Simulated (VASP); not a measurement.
# Ga (I4/mmm) in VASP: notebook

Runs on Ga. Level: PBE. Tasks: single point.

All numbers are computed with VASP 6.6.1; they aren't measurements. Logs are shortened: lines on timing, memory, paths and dates and some standing lists are left out, and cuts for length are marked.

**1. The cell of the first run**

Symmetry: I4/mmm, No. 139, tetragonal system. Conventional cell: a = 2.760 Å, b = 2.760 Å, c = 4.382 Å, α = 90.00°, β = 90.00°, γ = 90.00°. Ga (site symmetry 4/mmm) has 12 Ga at 2.76 to 2.93 Å within 3.6 Å.

**2. Single point, PBE (16.70 Å³/atom)**

The input, INCAR:

```
PREC = Accurate
ENCUT = 520
EDIFF = 1E-6
ISMEAR = -1
SIGMA = 0.05
LREAL = F
LASPH = T
NELM = 100
ALGO = Normal
ISIF = 2
LWAVE = F
LCHARG = F
GGA = PE
ISYM = 0
NBANDS = 12
```

The input, KPOINTS:

```
regular mesh
0
Gamma
  14 14 16
```

The input, POSCAR:

```
Ga
1.0
   -1.3801987918      1.3801987918      2.1912130391
    1.3801987918     -1.3801987918      2.1912130391
    1.3801987918      1.3801987918     -2.1912130391
Ga
1
Direct
    0.0000000000      0.0000000000      0.0000000000
```

Potentials or basis: VASP PAW PBE potentials, release 64 (Ga_d).

Started as:

```bash
$ cat potpaw_PBE.64/Ga_d/POTCAR > POTCAR
$ mpirun -np 1 vasp_std > vasp.out
```

OUTCAR:

```text
PREC = Accurate
   ENCUT = 520
   EDIFF = 1E-6
   ISMEAR = -1
   LREAL = F
   LASPH = T
   NELM = 100
   ISIF = 2
   GGA = PE
   ISYM = 0

 ion  position               nearest neighbor table
   1  0.000  0.000  0.000-

IMPORTANT INFORMATION: All symmetrisations will be switched off!
NOSYMM: (Re-)initialisation of all symmetry stuff for point group C_1.

----------------------------------------------------------------------------------------

                                     Primitive cell

  volume of cell :      16.6966

  direct lattice vectors                    reciprocal lattice vectors
    -1.380198792  1.380198792  2.191213039     0.000000000  0.362266655  0.228184111
     1.380198792 -1.380198792  2.191213039     0.362266655  0.000000000  0.228184111
     1.380198792  1.380198792 -2.191213039     0.362266655  0.362266655  0.000000000

  length of vectors
     2.934503705  2.934503705  2.934503705     0.428141470  0.428141470  0.512322417

  position of ions in fractional coordinates (direct lattice)
     0.000000000  0.000000000  0.000000000

  ion indices of the primitive-cell ions
   primitive index   ion index
                 1           1

----------------------------------------------------------------------------------------

 KPOINTS: regular mesh

Automatic generation of k-mesh.
 Grid dimensions read from file:
 generate k-points for:   14   14   16

 Generating k-lattice:

  Cartesian coordinates                     Fractional coordinates (reciprocal lattice)
     0.000000000  0.025876190  0.016298865     0.071428571  0.000000000  0.000000000
     0.025876190  0.000000000  0.016298865     0.000000000  0.071428571  0.000000000
     0.022641666  0.022641666  0.000000000     0.000000000  0.000000000  0.062500000

  Length of vectors
     0.030581534  0.030581534  0.032020151

  Shift w.r.t. Gamma in fractional coordinates (k-lattice)
     0.000000000  0.000000000  0.000000000

 -----------------------------------------------------------------------------
|                                                                             |
|           W    W    AA    RRRRR   N    N  II  N    N   GGGG   !!!           |
|           W    W   A  A   R    R  NN   N  II  NN   N  G    G  !!!           |
|           W    W  A    A  R    R  N N  N  II  N N  N  G       !!!           |
|           W WW W  AAAAAA  RRRRR   N  N N  II  N  N N  G  GGG   !            |
|           WW  WW  A    A  R   R   N   NN  II  N   NN  G    G                |
|           W    W  A    A  R    R  N    N  II  N    N   GGGG   !!!           |
|                                                                             |
|     Your reciprocal lattice and k-lattice belong to different lattice       |
|     classes:                                                                |
|                                                                             |
|        The reciprocal lattice is body-centered tetragonal,                  |
|        whereas your k-lattice is base-centered monoclinic.                  |
|                                                                             |
|     Results are often still useful ...                                      |
|                                                                             |
 -----------------------------------------------------------------------------

 WARNING: IBZKPT: internal override: KBLOWUP is changed to .FALSE.
      ... skipping the blow-up phase ...

 Subroutine IBZKPT returns following result:
 ===========================================

 Found   1572 irreducible k-points:

 Following reciprocal coordinates:
            Coordinates               Weight
  0.000000  0.000000  0.000000      1.000000
  0.071429  0.000000  0.000000      2.000000
  0.142857  0.000000  0.000000      2.000000
  0.214286 -0.000000  0.000000      2.000000
  0.285714  0.000000  0.000000      2.000000
  0.357143 -0.000000 -0.000000      2.000000
[... 16 lines left out ...]
  0.000000  0.142857  0.000000      2.000000
  0.071429  0.142857  0.000000      2.000000
 [... further k-points ...]
   k-points           NKPTS =   1572   k-points in BZ     NKDIM =   1572   number of bands    NBANDS=     12
   number of dos      NEDOS =    301   number of ions     NIONS =      1
   total plane-waves  NPLWV =  13824
   dimension x,y,z NGX =    24 NGY =   24 NGZ =   24
   dimension x,y,z NGXF=    48 NGYF=   48 NGZF=   48
   ions per type =               1
   NGX,Y,Z   is equivalent  to a cutoff of  13.60, 13.60, 13.60 a.u.
   NGXF,Y,Z  is equivalent  to a cutoff of  27.19, 27.19, 27.19 a.u.
 SYSTEM =  unknown system
   PREC   = accura    normal or accurate (medium, high low for compatibility)
   ISTART =      0    job   : 0-new  1-cont  2-samecut
   ICHARG =      2    charge: 1-file 2-atom 10-const
   ISPIN  =      1    spin polarized calculation?
   LNONCOLLINEAR =      F non collinear calculations
   LSORBIT =      F    spin-orbit coupling
   LASPH  =      T    aspherical Exc in radial PAW
   ENCUT  =  520.0 eV  38.22 Ry    6.18 a.u.   5.46  5.46  5.46*2*pi/ulx,y,z
   NELM   =    100;   NELMIN=  2; NELMDL= -5     # of ELM steps
   EDIFF  = 0.1E-05   stopping-criterion for ELM
   LREAL  =      F    real-space projection
   EDIFFG = 0.1E-04   stopping-criterion for IOM
   NSW    =      0    number of steps for IOM
   IBRION =     -1    ionic relax: 0-MD 1-quasi-New 2-CG
   NFREE  =      0    steps in history (QN), initial steepest desc. (CG)
   ISIF   =      2    stress and relaxation
   ISYM   =      0    0-nonsym 1-usesym 2-fastsym
   POTIM  = 0.5000    time-step for ionic-motion
   TEBEG  =    0.0;   TEEND  =   0.0 temperature during run
   PSTRESS=    0.0 pullay stress
   NELECT =      13.0000    total number of electrons
   NUPDOWN=      -1.0000    fix difference up-down
   EMIN   =  10.00;   EMAX   =-10.00  energy-range for DOS
   EFERMI =   0.00;   METHOD = LEGACY
   ISMEAR =    -1;   SIGMA  =   0.05  broadening in eV -4-tet -1-fermi 0-gaus
   EFERMI_NEDOS =   21; number of points for ismear=-14 and -15
   IALGO  =     38    algorithm
   IMIX   =      4    mixing-type and parameters
     AMIX     =   0.40;   BMIX     =  1.00
     AMIX_MAG =   1.60;   BMIX_MAG =  1.00
  volume/ion in A,a.u.               =      16.70       112.67
  Fermi-wavevector in a.u.,A,eV,Ry     =   1.506075  2.846069 30.861585  2.268262
  Thomas-Fermi vector in A             =   2.616840
   LORBIT       =      0    0 simple, 1 ext, 2 COOP (PROOUT), +10 PAW based schemes
   GGA     = PE    functional components
   LHFCALC =     F    Hartree Fock is set to
   AEXX    =    0.0000 exact exchange contribution
   IVDW    =     0    specifies the selected vdW correction
   LEPSILON=     F    determine dielectric tensor
   LRPA    =     F    only Hartree local field effects (RPA)
 non-spin polarized calculation
  energy-cutoff  :      520.00
  volume of cell :       16.70
 maximum number of plane-waves:       464
 NGX is ok and might be reduce to    24
   NGX = 11   NGY = 11   NGZ = 11

 number of electron      13.0000006 magnetization

 Free energy of the ion-electron system (eV)
  ---------------------------------------------------
  ext. energy  EPLUGINS =         0.00000000
  ---------------------------------------------------
  free energy    TOTEN  =        -2.83749921 eV

  energy without entropy =       -2.83474082  energy(sigma->0) =       -2.83612001

 E-fermi :   6.8116     XC(G=0): -11.6419

 val. band max:        6.8073280942   @ k =  -0.3571  -0.4286   0.4375
 cond. band min:       6.8130837715   @ k =   0.3571   0.4286   0.1250
 fundamental gap:      0.0057556772
 Fermi energy:         6.8115714458

 k-point     1 :       0.0000    0.0000    0.0000
  band No.  band energies     occupation
      1      -8.3793      2.00000
      2      -8.2304      2.00000
      3      -8.2296      2.00000
      4      -8.2020      2.00000
      5      -8.0461      2.00000
      6      -5.2698      2.00000
      7      20.3939      0.00000
      8      20.3946      0.00000
      9      20.4869      0.00000
     10      23.4711      0.00000
     11      23.7425      0.00000
     12      24.3654      0.00000

 k-point     2 :       0.0714    0.0000    0.0000
  band No.  band energies     occupation
      1      -8.3709      2.00000
      2      -8.2335      2.00000
      3      -8.2229      2.00000
      4      -8.1991      2.00000
      5      -8.0505      2.00000
      6      -5.1257      2.00000
      7      18.5720      0.00000
      8      19.9385      0.00000
      9      20.1987      0.00000
     10      22.6008      0.00000
     11      24.3548      0.00000
     12      24.8081      0.00000

 k-point     3 :       0.1429    0.0000    0.0000
  band No.  band energies     occupation
      1      -8.3539      2.00000
      2      -8.2492      2.00000
      3      -8.2050      2.00000
      4      -8.1810      2.00000
      5      -8.0607      2.00000
      6      -4.6894      2.00000
      7      15.4395      0.00000
      8      18.9218      0.00000
      9      19.8066      0.00000
     10      22.2684      0.00000
     11      23.5514      0.00000
     12      25.9100      0.00000

 k-point     4 :       0.2143   -0.0000    0.0000
  band No.  band energies     occupation
      1      -8.3457      2.00000
      2      -8.2770      2.00000
      3      -8.1874      2.00000
      4      -8.1385      2.00000
      5      -8.0669      2.00000
      6      -3.9540      2.00000
      7      12.3059      0.00000
      8      17.9138      0.00000
      9      19.4590      0.00000
     10      21.8756      0.00000
     11      22.6335      0.00000
     12      26.9800      0.00000

 k-point     5 :       0.2857    0.0000    0.0000
  band No.  band energies     occupation
      1      -8.3553      2.00000
      2      -8.3067      2.00000
      3      -8.1853      2.00000
      4      -8.0782      2.00000
      5      -8.0561      2.00000
      6      -2.9167      2.00000
      7       9.3575      0.00000
      8      17.0615      0.00000
      9      19.2500      0.00000
     10      21.1571      0.00000
     11      22.3913      0.00000
     12      26.0273      0.00000
[... 228 lines left out ...]
      1      -8.3327      2.00000
      2      -8.2561      2.00000
      3      -8.2094      2.00000
      4      -8.1808      2.00000
      5      -8.0708      2.00000
      6      -4.7107      2.00000
      7      16.4053      0.00000
      8      18.0634      0.00000
      9      19.5164      0.00000
     10      21.4874      0.00000
     11      25.2761      0.00000
     12      26.0317      0.00000

 k-point    22 :      -0.0714    0.0714    0.0000
  band No.  band energies     occupation
      1      -8.3571      2.00000
      2      -8.2424      2.00000
      3      -8.2207      2.00000
      4      -8.1947      2.00000
      5      -8.0572      2.00000
      6      -5.0638      2.00000
      7      18.8761      0.00000
      8      19.2443      0.00000
      9      19.7192      0.00000
     10      21.4883      0.00000
     11      25.4190      0.00000
     12      25.6087      0.00000

 k-point    23 :       0.0000    0.1429    0.0000
  band No.  band energies     occupation
      1      -8.3539      2.00000
      2      -8.2492      2.00000
      3      -8.2050      2.00000
      4      -8.1810      2.00000
      5      -8.0607      2.00000
      6      -4.6894      2.00000
      7      15.4395      0.00000
      8      18.9218      0.00000
      9      19.8066      0.00000
     10      22.2684      0.00000
     11      23.5514      0.00000
     12      25.9100      0.00000

 k-point    24 :       0.0714    0.1429    0.0000
  band No.  band energies     occupation
      1      -8.3516      2.00000
      2      -8.2444      2.00000
      3      -8.2071      2.00000
      4      -8.1715      2.00000
      5      -8.0595      2.00000
      6      -4.3760      2.00000
      7      14.6471      0.00000
      8      17.1557      0.00000
      9      19.4675      0.00000
     10      22.4435      0.00000
     11      23.1103      0.00000
     12      25.4620      0.00000

 [... further k-points ...]

------------------------ aborting loop because EDIFF is reached ----------------------------------------

  FORCE on cell =-STRESS in cart. coord.  units (eV):
  Direction    XX          YY          ZZ          XY          YZ          ZX
  --------------------------------------------------------------------------------------
  -------------------------------------------------------------------------------------
  Total        0.9033362      0.9033353      0.8180874      0.0225391      0.0113513      0.0113520
  in kB       86.6826367     86.6825544     78.5023038      2.1628165      1.0892528      1.0893210
  external PRESSURE =      83.9558316 kB  Pullay stress =       0.0000000 kB

 VOLUME and BASIS-vectors are now :
 -----------------------------------------------------------------------------
  energy-cutoff  :      520.00
  volume of cell :       16.70
      direct lattice vectors                 reciprocal lattice vectors
    -1.380198792  1.380198792  2.191213039     0.000000000  0.362266655  0.228184111
     1.380198792 -1.380198792  2.191213039     0.362266655  0.000000000  0.228184111
     1.380198792  1.380198792 -2.191213039     0.362266655  0.362266655  0.000000000

 POSITION                                       TOTAL-FORCE (eV/Angst)
 -----------------------------------------------------------------------------------
      0.00000      0.00000      0.00000         0.000000      0.000000     -0.000000
 -----------------------------------------------------------------------------------
    total drift:                                0.000000      0.000000     -0.000000

  FREE ENERGIE OF THE ION-ELECTRON SYSTEM (eV)
  ---------------------------------------------------
  free  energy   TOTEN  =        -2.8374992076 eV

  energy  without entropy=       -2.8347408194  energy(sigma->0) =       -2.83612001
```

It took 74 s on 1 thread of Intel Xeon 6975P-C (Granite Rapids), shared host; peak memory 0.4 GiB.

Results:

```
Free energy            : -2.8375 eV
Pressure               : 8.4 GPa
Band gap on the k mesh : zero (an odd number of electrons rules out a gap without spin polarisation)
```

Caveat: the cell stands under pressure.

(Part 1 of 3 ends here.)

The gap in the log of VASP goes by the Fermi energy; the results here count the filled bands.